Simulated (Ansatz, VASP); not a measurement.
# One calculation of Rb, two programs

Contents of INCAR:

```
ALGO     = Normal         # electronic algorithm
EDIFF    = 1E-7           # SCF threshold, eV
ENCUT    = 520            # plane-wave cutoff, eV
GGA      = PE             # functional
ISIF     = 2              # what is computed and relaxed
ISMEAR   = 0              # smearing method
LASPH    = True           # aspherical terms in the spheres
LCHARG   = False          # write CHGCAR
LREAL    = False          # projectors in reciprocal space
LWAVE    = False          # write WAVECAR
NBANDS   = 10             # bands
NELM     = 60             # most SCF steps
PREC     = Accurate       # precision mode
SIGMA    = 0.05           # smearing width, eV
```

Contents of KPOINTS:

```
k-points
0
Gamma
  6 6 6
```

POSCAR

```
Rb
1.0
   -2.8425680213      2.8425680213      2.8425680213
    2.8425680213     -2.8425680213      2.8425680213
    2.8425680213      2.8425680213     -2.8425680213
Rb
1
Direct
    0.0000000000      0.0000000000      0.0000000000
```

Input for Ansatz:

```yaml
crystal:
  lattice:
    - [-2.8425680213, 2.8425680213, 2.8425680213]
    - [2.8425680213, -2.8425680213, 2.8425680213]
    - [2.8425680213, 2.8425680213, -2.8425680213]
  atoms:
    - { symbol: Rb, position: [0.0, 0.0, 0.0] }
basis:
  ecutwfc: 600
  ecutrho_ratio: 5
kpoints:
  mp_grid: { grid: [6, 6, 6] }
hamiltonian:
  xc: pbe
scf:
  occupations: { method: gaussian, width: 0.05 }
output:
  forces: true
  stress: true
  eigenvalues: true
```

Alike in both runs: task single point; functional PBE; k mesh 6 × 6 × 6; occupations gaussian, width 0.05 eV; no spin polarisation.

|  | VASP | Ansatz |
| --- | --- | --- |
| version | VASP 6.6.1 | Ansatz 0.2.0 |
| potentials or method | VASP PAW PBE potentials, release 64 (Rb_sv), cutoff 520 eV | scalar-relativistic, plane waves, PAW |
| valence electrons in the cell | 9 | 9 |

|  | VASP | Ansatz | Ansatz less VASP |
| --- | --- | --- | --- |
| pressure (GPa) | 0.0 | 0.0 | 0.00 |

The functional is the same, so the differences come from potentials, cutoffs and numerics.
